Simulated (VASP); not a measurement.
A run of VASP 6.6.1 is set up as follows.

The input INCAR:

```
ALGO = Normal
EDIFF = 1E-6
ENCUT = 500
GGA = PS
GGA_COMPAT = F
ISIF = 2
ISMEAR = 1
LASPH = T
LCHARG = F
LREAL = F
LWAVE = F
NBANDS = 6
NELM = 120
PREC = Accurate
SIGMA = 0.23
```

Contents of KPOINTS:

```
k-points
0
Gamma
  8 8 22
```

File POSCAR:

```
H
1.0
    2.6584415901      0.0000000000      0.0000000000
    0.0000000000      2.6584415901      0.0000000000
    0.0000000000      0.0000000000      0.9837503955
H
1
Direct
    0.0000000000      0.0000000000      0.5000000000
```

Potentials or basis: VASP PAW PBE potentials, release 64 (H).

Run with:

```sh
$ cat potpaw_PBE.64/H/POTCAR > POTCAR
$ mpirun -np 1 vasp_std > vasp.out
```

(1) What does it give for the pressure?

## Answers

(1) 1.0 GPa.

Caveat: the PAW data sets were made with another functional, which shifts forces and pressure a little.
